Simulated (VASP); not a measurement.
Runs of VASP 6.6.1 on TiO2. The structure is that of space group P4_2/mnm (No. 136), or close to it. The cells are those of the table. 

| cell | cutoff (eV) | gap on the mesh (eV) | pressure (GPa) | largest force (eV/Å) |
| --- | --- | --- | --- | --- |
| a = 4.826, b = 4.826, c = 3.247 Å, 6 atoms | 520 | (b) | -23.6 | 0.31 |
| a = 5.012, b = 5.012, c = 3.006 Å, 6 atoms | 520 | 1.96 | -19.9 | 0.80 |
| a = 4.826, b = 4.826, c = 3.006 Å, 6 atoms | 600 | 2.12 | -10.5 | 0.27 |
| a = 5.012, b = 5.012, c = 3.127 Å, 6 atoms | 520 | (a) | -25.8 | 0.80 |

Alike in all rows: task single point; level PBE+U; potentials or basis VASP PAW PBE potentials, release 64 (Ti_sv, O); no spin polarisation; Ti d U = 4.0 eV; k mesh 6 × 6 × 10; smearing gaussian 0.05 eV.

Problem. Estimate the missing entries.

Solution. (a) 1.82; (b) 1.86.

Caveats: the stress differs along the axes, from -32 to -19 GPa (at least some runs); the stress differs along the axes, from -23 to -14 GPa (at least some runs); the stress differs along the axes, from -12 to -7 GPa (at least some runs); the cell stands under tension (at least some runs).

A k mesh can miss the band edges.
